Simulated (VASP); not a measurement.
# SiO2 (P4_2/mnm) in VASP: further runs

SiO2 is run at these levels: PBEsol, r2SCAN; tasks: single point.

All numbers are computed with VASP 6.6.1; they aren't measurements. Logs are shortened: lines on timing, memory, paths and dates and some standing lists are left out, and cuts for length are marked.

## 1. The cell of the first run

The structure is tetragonal, space group P4_2/mnm (No. 136). The conventional cell has a = 4.194 Å, b = 4.194 Å, c = 2.679 Å, α = 90.00°, β = 90.00°, γ = 90.00°. Si (site symmetry mmm) has 6 O at 1.77 to 1.82 Å within 2.3 Å. O (site symmetry m2m) has 3 Si at 1.77 to 1.82 Å and 1 O at 2.30 Å within 2.4 Å.

## 2. Single point, PBEsol

Input file INCAR:

```
SYSTEM = SiO2
PREC     = Accurate       ! precision mode
ENCUT    = 520            ! plane-wave cutoff, eV
EDIFF    = 1E-7           ! SCF threshold, eV
ISMEAR   = -1             ! smearing method
SIGMA    = 0.05           ! smearing width, eV
LREAL    = Auto         
LASPH    = .True.         ! aspherical terms in the spheres
NELM     = 80             ! most SCF steps
ALGO     = Normal         ! electronic algorithm
ISIF     = 2              ! what is computed and relaxed
LWAVE    = .False.        ! write WAVECAR
LCHARG   = .False.        ! write CHGCAR
GGA      = PS             ! functional
NBANDS   = 234            ! bands
```

Input file KPOINTS:

```
Automatic mesh
0
Gamma
  1 1 1
  0 0 0
```

Input file POSCAR:

```
SiO2
1.0
    8.3886930000      0.0000000000      0.0000000000
    0.0000000000      8.3886930000      0.0000000000
    0.0000000000      0.0000000000      8.0356430000
Si O
24 48
Direct
    0.0000000000      0.0000000000      0.0000000000
    0.0000000000      0.0000000000      0.3333330000
    0.0000000000      0.0000000000      0.6666670000
    0.0000000000      0.5000000000      0.0000000000
    0.0000000000      0.5000000000      0.3333330000
    0.0000000000      0.5000000000      0.6666670000
    0.5000000000      0.0000000000      0.0000000000
    0.5000000000      0.0000000000      0.3333330000
    0.5000000000      0.0000000000      0.6666670000
    0.5000000000      0.5000000000      0.0000000000
    0.5000000000      0.5000000000      0.3333330000
    0.5000000000      0.5000000000      0.6666670000
    0.2500000000      0.2500000000      0.1666670000
    0.2500000000      0.2500000000      0.5000000000
    0.2500000000      0.2500000000      0.8333330000
    0.2500000000      0.7500000000      0.1666670000
    0.2500000000      0.7500000000      0.5000000000
    0.2500000000      0.7500000000      0.8333330000
    0.7500000000      0.2500000000      0.1666670000
    0.7500000000      0.2500000000      0.5000000000
    0.7500000000      0.2500000000      0.8333330000
    0.7500000000      0.7500000000      0.1666670000
    0.7500000000      0.7500000000      0.5000000000
    0.7500000000      0.7500000000      0.8333330000
    0.1530190000      0.1530190000      0.0000000000
    0.1530190000      0.1530190000      0.3333330000
    0.1530190000      0.1530190000      0.6666670000
    0.1530190000      0.6530190000      0.0000000000
    0.1530190000      0.6530190000      0.3333330000
    0.1530190000      0.6530190000      0.6666670000
    0.6530190000      0.1530190000      0.0000000000
    0.6530190000      0.1530190000      0.3333330000
    0.6530190000      0.1530190000      0.6666670000
    0.6530190000      0.6530190000      0.0000000000
    0.6530190000      0.6530190000      0.3333330000
    0.6530190000      0.6530190000      0.6666670000
    0.3469810000      0.3469810000      0.0000000000
    0.3469810000      0.3469810000      0.3333330000
    0.3469810000      0.3469810000      0.6666670000
    0.3469810000      0.8469810000      0.0000000000
    0.3469810000      0.8469810000      0.3333330000
    0.3469810000      0.8469810000      0.6666670000
    0.8469810000      0.3469810000      0.0000000000
    0.8469810000      0.3469810000      0.3333330000
    0.8469810000      0.3469810000      0.6666670000
    0.8469810000      0.8469810000      0.0000000000
    0.8469810000      0.8469810000      0.3333330000
    0.8469810000      0.8469810000      0.6666670000
    0.0969810000      0.4030190000      0.1666670000
    0.0969810000      0.4030190000      0.5000000000
    0.0969810000      0.4030190000      0.8333330000
    0.0969810000      0.9030190000      0.1666670000
    0.0969810000      0.9030190000      0.5000000000
    0.0969810000      0.9030190000      0.8333330000
    0.5969810000      0.4030190000      0.1666670000
    0.5969810000      0.4030190000      0.5000000000
    0.5969810000      0.4030190000      0.8333330000
    0.5969810000      0.9030190000      0.1666670000
    0.5969810000      0.9030190000      0.5000000000
    0.5969810000      0.9030190000      0.8333330000
    0.4030190000      0.0969810000      0.1666670000
    0.4030190000      0.0969810000      0.5000000000
    0.4030190000      0.0969810000      0.8333330000
    0.4030190000      0.5969810000      0.1666670000
    0.4030190000      0.5969810000      0.5000000000
    0.4030190000      0.5969810000      0.8333330000
    0.9030190000      0.0969810000      0.1666670000
    0.9030190000      0.0969810000      0.5000000000
    0.9030190000      0.0969810000      0.8333330000
    0.9030190000      0.5969810000      0.1666670000
    0.9030190000      0.5969810000      0.5000000000
    0.9030190000      0.5969810000      0.8333330000
```

Potentials or basis: VASP PAW PBE potentials, release 64 (Si, O).

On the command line:

```sh
cat potpaw_PBE.64/Si/POTCAR potpaw_PBE.64/O/POTCAR > POTCAR
mpirun -np 1 vasp_gam > vasp.out
```

OUTCAR:

```text
SYSTEM = SiO2
   PREC = Accurate
   ENCUT = 520
   EDIFF = 1E-7
   ISMEAR = -1
   LREAL = Auto
   LASPH = .True.
   NELM = 80
   ISIF = 2
   GGA = PS

 ion  position               nearest neighbor table
   1  0.000  0.000  0.000-  52 1.77  54 1.77  67 1.77  69 1.77  25 1.82  46 1.82   2 2.68   3 2.68

   2  0.000  0.000  0.333-  52 1.77  67 1.77  53 1.77  68 1.77  26 1.82  47 1.82   1 2.68   3 2.68

   3  0.000  0.000  0.667-  54 1.77  69 1.77  68 1.77  53 1.77  27 1.82  48 1.82   1 2.68   2 2.68
[... 98 lines left out ...]
 A1 = (   8.3886930000,   0.0000000000,   0.0000000000)
 A2 = (   0.0000000000,   8.3886930000,   0.0000000000)
 A3 = (   0.0000000000,   0.0000000000,   8.0356430000)

Analysis of symmetry for initial positions (statically):
=====================================================================
 Subroutine PRICEL returns following result:

  LATTYP: Found a simple tetragonal cell.
 ALAT       =     4.1943465000
 C/A-ratio  =     0.6386084192

  Lattice vectors:

 A1 = (   4.1943465000,   0.0000000000,   0.0000000000)
 A2 = (   0.0000000000,   4.1943465000,   0.0000000000)
 A3 = (   0.0000000000,   0.0000000000,   2.6785449881)

  12 primitive cells build up your supercell.

 Routine SETGRP: Setting up the symmetry group for a
 simple tetragonal supercell.

 Subroutine GETGRP returns: Found 16 space group operations
 (whereof  8 operations were pure point group operations)
 out of a pool of 16 trial point group operations.

The static configuration has the point symmetry D_2h.
 The point group associated with its full space group is D_4h.

Analysis of symmetry for dynamics (positions and initial velocities):
=====================================================================
 Subroutine PRICEL returns following result:

  LATTYP: Found a simple tetragonal cell.
 ALAT       =     4.1943465000
 C/A-ratio  =     0.6386084192

  Lattice vectors:

 A1 = (   4.1943465000,   0.0000000000,   0.0000000000)
 A2 = (   0.0000000000,   4.1943465000,   0.0000000000)
 A3 = (   0.0000000000,   0.0000000000,   2.6785449881)

  12 primitive cells build up your supercell.

 Routine SETGRP: Setting up the symmetry group for a
 simple tetragonal supercell.

 Subroutine GETGRP returns: Found 16 space group operations
 (whereof  8 operations were pure point group operations)
 out of a pool of 16 trial point group operations.

The dynamic configuration has the point symmetry D_2h.
 The point group associated with its full space group is D_4h.

 Subroutine INISYM returns: Found 16 space group operations
 (whereof  8 operations are pure point group operations),
 and found    12 'primitive' translations

----------------------------------------------------------------------------------------

                                     Primitive cell

  volume of cell :      47.1224

  direct lattice vectors                    reciprocal lattice vectors
     4.194346500  0.000000000  0.000000000     0.238416163  0.000000000  0.000000000
     0.000000000  4.194346500  0.000000000     0.000000000  0.238416163  0.000000000
     0.000000000  0.000000000  2.678544988     0.000000000  0.000000000  0.373337019

  length of vectors
     4.194346500  4.194346500  2.678544988     0.238416163  0.238416163  0.373337019

  position of ions in fractional coordinates (direct lattice)
     0.000000000  0.000000000  0.000000000
     0.500000000  0.500000000  0.500001500
     0.306038000  0.306038000  0.000000000
     0.693962000  0.693962000  0.000000000
     0.193962000  0.806038000  0.500001500
     0.806038000  0.193962000  0.500001500

  ion indices of the primitive-cell ions
   primitive index   ion index
                 1           1
                 2          13
                 3          25
                 4          46
                 5          52
                 6          67

----------------------------------------------------------------------------------------

 KPOINTS: Automatic mesh

Automatic generation of k-mesh.
 Grid dimensions read from file:
 generate k-points for:    1    1    1

 Generating k-lattice:

  Cartesian coordinates                     Fractional coordinates (reciprocal lattice)
     0.119208082  0.000000000  0.000000000     1.000000000  0.000000000  0.000000000
     0.000000000  0.119208082  0.000000000     0.000000000  1.000000000  0.000000000
     0.000000000  0.000000000  0.124445548     0.000000000  0.000000000  1.000000000

  Length of vectors
     0.119208082  0.119208082  0.124445548

  Shift w.r.t. Gamma in fractional coordinates (k-lattice)
     0.000000000  0.000000000  0.000000000

 Subroutine IBZKPT returns following result:
 ===========================================

 Found      1 irreducible k-points:

 Following reciprocal coordinates:
            Coordinates               Weight
  0.000000  0.000000  0.000000      1.000000
[... 7 lines left out ...]
   NGXF,Y,Z  is equivalent  to a cutoff of  25.37, 25.37, 24.83 a.u.
 SYSTEM =  SiO2
   PREC   = accura    normal or accurate (medium, high low for compatibility)
   ISTART =      0    job   : 0-new  1-cont  2-samecut
   ICHARG =      2    charge: 1-file 2-atom 10-const
   ISPIN  =      1    spin polarized calculation?
   LNONCOLLINEAR =      F non collinear calculations
   LSORBIT =      F    spin-orbit coupling
   LASPH  =      T    aspherical Exc in radial PAW
   ENCUT  =  520.0 eV  38.22 Ry    6.18 a.u.  15.60 15.60 14.94*2*pi/ulx,y,z
   NELM   =     80;   NELMIN=  2; NELMDL= -5     # of ELM steps
   EDIFF  = 0.1E-06   stopping-criterion for ELM
   LREAL  =      T    real-space projection
   EDIFFG = 0.1E-05   stopping-criterion for IOM
   NSW    =      0    number of steps for IOM
   IBRION =     -1    ionic relax: 0-MD 1-quasi-New 2-CG
   NFREE  =      0    steps in history (QN), initial steepest desc. (CG)
   ISIF   =      2    stress and relaxation
   ISYM   =      2    0-nonsym 1-usesym 2-fastsym
   POTIM  = 0.5000    time-step for ionic-motion
   TEBEG  =    0.0;   TEEND  =   0.0 temperature during run
   PSTRESS=    0.0 pullay stress
   NELECT =     384.0000    total number of electrons
   NUPDOWN=      -1.0000    fix difference up-down
   EMIN   =  10.00;   EMAX   =-10.00  energy-range for DOS
   EFERMI =   0.00;   METHOD = LEGACY
   ISMEAR =    -1;   SIGMA  =   0.05  broadening in eV -4-tet -1-fermi 0-gaus
   EFERMI_NEDOS =   21; number of points for ismear=-14 and -15
   IALGO  =     38    algorithm
   IMIX   =      4    mixing-type and parameters
     AMIX     =   0.40;   BMIX     =  1.00
     AMIX_MAG =   1.60;   BMIX_MAG =  1.00
  volume/ion in A,a.u.               =       7.85        53.00
  Fermi-wavevector in a.u.,A,eV,Ry     =   1.438960  2.719241 28.172317  2.070607
  Thomas-Fermi vector in A             =   2.557869
   LORBIT       =      0    0 simple, 1 ext, 2 COOP (PROOUT), +10 PAW based schemes
   GGA     = PS    functional components
   LHFCALC =     F    Hartree Fock is set to
   AEXX    =    0.0000 exact exchange contribution
   IVDW    =     0    specifies the selected vdW correction
   LEPSILON=     F    determine dielectric tensor
   LRPA    =     F    only Hartree local field effects (RPA)
 non-spin polarized calculation
  energy-cutoff  :      520.00
  volume of cell :      565.47
 maximum number of plane-waves:      7619
 NGX is ok and might be reduce to    64
   NGX = 31   NGY = 31   NGZ = 29

 number of electron     383.9999725 magnetization

 Free energy of the ion-electron system (eV)
  ---------------------------------------------------
  ext. energy  EPLUGINS =         0.00000000
  ---------------------------------------------------
  free energy    TOTEN  =      -586.44602281 eV

  energy without entropy =     -586.44602281  energy(sigma->0) =     -586.44602281

 E-fermi :   9.2948     XC(G=0): -12.4644

 val. band max:        8.0257501754   @ k =   0.0000   0.0000   0.0000
 cond. band min:      13.3760267320   @ k =   0.0000   0.0000   0.0000
 fundamental gap:      5.3502765566
 Fermi energy:         9.2947945654

 k-point     1 :       0.0000    0.0000    0.0000
  band No.  band energies     occupation
      1     -14.4315      2.00000
      2     -13.1946      2.00000
      3     -13.1946      2.00000
      4     -13.1946      2.00000
      5     -13.1946      2.00000
      6     -13.0597      2.00000
[... 196 lines left out ...]
    203      15.5260      0.00000
    204      15.5260      0.00000
 [bands above 204 left out]

------------------------ aborting loop because EDIFF is reached ----------------------------------------

  FORCE on cell =-STRESS in cart. coord.  units (eV):
  Direction    XX          YY          ZZ          XY          YZ          ZX
  --------------------------------------------------------------------------------------
  -------------------------------------------------------------------------------------
  Total       -1.7048348     -1.7048348     10.9724608      0.0000000      0.0000000      0.0000000
  in kB       -4.8304062     -4.8304062     31.0889020      0.0000000      0.0000000      0.0000000
  external PRESSURE =       7.1426966 kB  Pullay stress =       0.0000000 kB

 VOLUME and BASIS-vectors are now :
 -----------------------------------------------------------------------------
  energy-cutoff  :      520.00
  volume of cell :      565.47
      direct lattice vectors                 reciprocal lattice vectors
     8.388693000  0.000000000  0.000000000     0.119208082  0.000000000  0.000000000
     0.000000000  8.388693000  0.000000000     0.000000000  0.119208082  0.000000000
     0.000000000  0.000000000  8.035643000     0.000000000  0.000000000  0.124445548

 POSITION                                       TOTAL-FORCE (eV/Angst)
 -----------------------------------------------------------------------------------
      0.00000      0.00000      0.00000         0.000000     -0.000000      0.000000
      0.00000      0.00000      2.67854         0.000000     -0.000000     -0.000000
      0.00000      0.00000      5.35710         0.000000     -0.000000     -0.000000
      0.00000      4.19435      0.00000         0.000000     -0.000000      0.000000
      0.00000      4.19435      2.67854         0.000000     -0.000000     -0.000000
      0.00000      4.19435      5.35710         0.000000     -0.000000     -0.000000
[... 64 lines left out ...]
      7.57515      5.00789      4.01782        -0.009046      0.009046      0.000000
      7.57515      5.00789      6.69637        -0.009046      0.009046     -0.000000
 -----------------------------------------------------------------------------------
    total drift:                                0.000000     -0.000000      0.000000

  FREE ENERGIE OF THE ION-ELECTRON SYSTEM (eV)
  ---------------------------------------------------
  free  energy   TOTEN  =      -586.4460228080 eV

  energy  without entropy=     -586.4460228080  energy(sigma->0) =     -586.44602281
```

Run time: 3.8 min. Hardware: 1 thread of AMD EPYC 7R43 (Zen 3), shared host; peak memory 0.5 GiB.

What came out:

```yaml
Free_energy: -586.4460 eV
Pressure: 0.7 GPa
Largest_force: 0.013 eV/Å
Band_gap_on_the_k_mesh: 5.35 eV
```

Forces on the atoms (eV/Å):
```
Si   0.000  0.000  0.000
Si   0.000  0.000  0.000
Si   0.000  0.000  0.000
Si   0.000  0.000  0.000
Si   0.000  0.000  0.000
Si   0.000  0.000  0.000
Si   0.000  0.000  0.000
Si   0.000  0.000  0.000
Si   0.000  0.000  0.000
Si   0.000  0.000  0.000
Si   0.000  0.000  0.000
Si   0.000  0.000  0.000
Si   0.000  0.000  0.000
Si   0.000  0.000  0.000
Si   0.000  0.000  0.000
Si   0.000  0.000  0.000
Si   0.000  0.000  0.000
Si   0.000  0.000  0.000
Si   0.000  0.000  0.000
Si   0.000  0.000  0.000
Si   0.000  0.000  0.000
Si   0.000  0.000  0.000
Si   0.000  0.000  0.000
Si   0.000  0.000  0.000
O   -0.009 -0.009  0.000
O   -0.009 -0.009  0.000
O   -0.009 -0.009  0.000
O   -0.009 -0.009  0.000
O   -0.009 -0.009  0.000
O   -0.009 -0.009  0.000
O   -0.009 -0.009  0.000
O   -0.009 -0.009  0.000
O   -0.009 -0.009  0.000
O   -0.009 -0.009  0.000
O   -0.009 -0.009  0.000
O   -0.009 -0.009  0.000
O    0.009  0.009  0.000
O    0.009  0.009  0.000
O    0.009  0.009  0.000
O    0.009  0.009  0.000
O    0.009  0.009  0.000
O    0.009  0.009  0.000
O    0.009  0.009  0.000
O    0.009  0.009  0.000
O    0.009  0.009  0.000
O    0.009  0.009  0.000
O    0.009  0.009  0.000
O    0.009  0.009  0.000
O    0.009 -0.009  0.000
O    0.009 -0.009  0.000
O    0.009 -0.009  0.000
O    0.009 -0.009  0.000
O    0.009 -0.009  0.000
O    0.009 -0.009  0.000
O    0.009 -0.009  0.000
O    0.009 -0.009  0.000
O    0.009 -0.009  0.000
O    0.009 -0.009  0.000
O    0.009 -0.009  0.000
O    0.009 -0.009  0.000
O   -0.009  0.009  0.000
O   -0.009  0.009  0.000
O   -0.009  0.009  0.000
O   -0.009  0.009  0.000
O   -0.009  0.009  0.000
O   -0.009  0.009  0.000
O   -0.009  0.009  0.000
O   -0.009  0.009  0.000
O   -0.009  0.009  0.000
O   -0.009  0.009  0.000
O   -0.009  0.009  0.000
O   -0.009  0.009  0.000
```

Caveat: the k points lie up to 0.78 Å⁻¹ apart; the PAW data sets were made with another functional, which shifts forces and pressure a little; an odd mesh through Γ misses points on the zone boundary, where band edges can lie.

## 3. Single point, r2SCAN

POSCAR is that of step 2.

Input file INCAR.step1:

```
ALGO = Normal
EDIFF = 1E-4
ENCUT = 520
GGA = PE
ISMEAR = -1
LASPH = True
LCHARG = False
LREAL = Auto
LWAVE = True
NBANDS = 234
NELM = 60
PREC = Accurate
SIGMA = 0.05
```

Input file INCAR.step2:

```
ALGO = Normal
EDIFF = 1E-6
ENCUT = 520
ISIF = 2
ISMEAR = -1
ISTART = 1
LASPH = True
LCHARG = False
LMIXTAU = True
LREAL = Auto
LWAVE = False
METAGGA = R2SCAN
NBANDS = 234
NELM = 60
PREC = Accurate
SIGMA = 0.05
```

Input file KPOINTS:

```
k-points
0
Gamma
  1 1 1
```

Potentials or basis: VASP PAW PBE potentials, release 64 (Si, O).

On the command line:

```sh
cat potpaw_PBE.64/Si/POTCAR potpaw_PBE.64/O/POTCAR > POTCAR
cp INCAR.step1 INCAR
mpirun -np 1 vasp_gam > vasp.out
cp INCAR.step2 INCAR
mpirun -np 1 vasp_gam > vasp.out
```

Wall time 15 min (1 thread of AMD EPYC 7R43 (Zen 3), shared host); peak memory 0.55 GiB.

The run converged. Its results:

```
Free energy            : -704.1847 eV
Pressure               : -2.4 GPa
Largest force          : 0.052 eV/Å
Band gap on the k mesh : 6.34 eV
```

Forces in eV/Å, atoms in the order of the input:
```
Si   0.000  0.000  0.000
Si   0.000  0.000  0.000
Si   0.000  0.000  0.000
Si   0.000  0.000  0.000
Si   0.000  0.000  0.000
Si   0.000  0.000  0.000
Si   0.000  0.000  0.000
Si   0.000  0.000  0.000
Si   0.000  0.000  0.000
Si   0.000  0.000  0.000
Si   0.000  0.000  0.000
Si   0.000  0.000  0.000
Si   0.000  0.000  0.000
Si   0.000  0.000  0.000
Si   0.000  0.000  0.000
Si   0.000  0.000  0.000
Si   0.000  0.000  0.000
Si   0.000  0.000  0.000
Si   0.000  0.000  0.000
Si   0.000  0.000  0.000
Si   0.000  0.000  0.000
Si   0.000  0.000  0.000
Si   0.000  0.000  0.000
Si   0.000  0.000  0.000
O    0.037  0.037  0.000
O    0.037  0.037  0.000
O    0.037  0.037  0.000
O    0.037  0.037  0.000
O    0.037  0.037  0.000
O    0.037  0.037  0.000
O    0.037  0.037  0.000
O    0.037  0.037  0.000
O    0.037  0.037  0.000
O    0.037  0.037  0.000
O    0.037  0.037  0.000
O    0.037  0.037  0.000
O   -0.037 -0.037  0.000
O   -0.037 -0.037  0.000
O   -0.037 -0.037  0.000
O   -0.037 -0.037  0.000
O   -0.037 -0.037  0.000
O   -0.037 -0.037  0.000
O   -0.037 -0.037  0.000
O   -0.037 -0.037  0.000
O   -0.037 -0.037  0.000
O   -0.037 -0.037  0.000
O   -0.037 -0.037  0.000
O   -0.037 -0.037  0.000
O   -0.037  0.037  0.000
O   -0.037  0.037  0.000
O   -0.037  0.037  0.000
O   -0.037  0.037  0.000
O   -0.037  0.037  0.000
O   -0.037  0.037  0.000
O   -0.037  0.037  0.000
O   -0.037  0.037  0.000
O   -0.037  0.037  0.000
O   -0.037  0.037  0.000
O   -0.037  0.037  0.000
O   -0.037  0.037  0.000
O    0.037 -0.037  0.000
O    0.037 -0.037  0.000
O    0.037 -0.037  0.000
O    0.037 -0.037  0.000
O    0.037 -0.037  0.000
O    0.037 -0.037  0.000
O    0.037 -0.037  0.000
O    0.037 -0.037  0.000
O    0.037 -0.037  0.000
O    0.037 -0.037  0.000
O    0.037 -0.037  0.000
O    0.037 -0.037  0.000
```

Stress tensor (GPa, compression positive):
```
-3.08  0.00  0.00
 0.00 -3.08  0.00
 0.00  0.00 -0.90
```

Levels at points of the mesh, in eV from the valence-band top:
```csv
k point,band 189,band 190,band 191,band 192,band 193,band 194,band 195,band 196
"(0.00, 0.00, 0.00)",-1.07,-0.88,-0.88,0.00,6.34,7.57,8.27,8.27
```

Caveat: the k points lie up to 0.78 Å⁻¹ apart; the PAW data sets were made with another functional, which shifts forces and pressure a little; an odd mesh through Γ misses points on the zone boundary, where band edges can lie.
